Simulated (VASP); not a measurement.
**AlRu: single point with r2SCAN**

AlRu:

```xyz
2
Lattice="2.9781 0.0000 0.0000 0.0000 2.9781 0.0000 0.0000 0.0000 2.9781" Properties=species:S:1:pos:R:3 pbc="T T T"
Al    0.0000    0.0000    0.0000
Ru    1.4891    1.4891    1.4891
```

```yaml
Program: VASP 6.6.1
Task: single point
Functional: r2SCAN
Potentials_or_basis: VASP PAW PBE potentials, release 64 (Al, Ru_pv)
Cutoff: 520 eV
k_mesh: 14 × 14 × 14
Occupations: gaussian, width 0.1 eV
Spin: no spin polarisation
```

```json
{"Pressure": "1.1 GPa"}
```

Levels at points of the mesh, in eV from the Fermi level:
```
           k point  band 5  band 6  band 7  band 8  band 9  band 10  band 11  band 12  band 13  band 14
(0.00, 0.00, 0.00)   -3.76   -3.76    0.17    0.17    0.17     6.58     6.58     6.58    10.38    11.55
(0.50, 0.00, 0.00)   -5.72   -2.86   -1.72   -1.72    0.44     2.56     7.73    10.38    11.68    11.68
(0.50, 0.50, 0.00)   -3.21   -1.49   -1.49   -1.28   -1.28     1.76     5.75     6.90    10.38    11.54
(0.50, 0.50, 0.50)   -5.00   -5.00    1.86    1.86    3.28     4.35     4.35     4.35     9.10     9.10
```

It took 55 s on 1 thread of Intel(R) Xeon(R) Platinum 8488C (Sapphire Rapids), with other jobs on the host, peak memory 0.18 GiB.

Caveat: the PAW data sets were made with another functional, which shifts forces and pressure a little.
